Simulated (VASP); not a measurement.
A run of VASP 6.6.1:

The input INCAR:

```
ALGO     = Fast           # electronic algorithm
EDIFF    = 1E-6           # SCF threshold, eV
ENCUT    = 520            # plane-wave cutoff, eV
GGA      = PS             # functional
ISIF     = 2              # what is computed and relaxed
ISMEAR   = 0              # smearing method
LASPH    = True           # aspherical terms in the spheres
LCHARG   = True           # write CHGCAR
LELF     = True           # ELF
LREAL    = False          # projectors in reciprocal space
LVHAR    = True         
LWAVE    = False          # write WAVECAR
NBANDS   = 12             # bands
NELM     = 80             # most SCF steps
PREC     = Accurate       # precision mode
SIGMA    = 0.15           # smearing width, eV
```

File KPOINTS:

```
k-points
0
Gamma
  24 24 24
```

The input POSCAR:

```
Cu
1.0
   -1.4427933200      1.5870726520      1.3760814500
    1.4427933200     -1.5870726520      1.3760814500
    1.4427933200      1.5870726520     -1.3760814500
Cu
1
Direct
    0.0000000000      0.0000000000      0.0000000000
```

Potentials or basis: VASP PAW PBE potentials, release 64 (Cu).

Command:

```bash
$ cat potpaw_PBE.64/Cu/POTCAR > POTCAR
$ mpirun -np 1 vasp_std > vasp.out
```

Hardware: 1 thread of Intel(R) Xeon(R) Platinum 8559C (Emerald Rapids) (shared host).

Q: How long does it take, and how much memory?

A: It took 3.4 min on 1 thread of Intel(R) Xeon(R) Platinum 8559C (Emerald Rapids), on a shared host, peak memory 0.38 GiB. Counts: scf iterations 13, k points 1963.
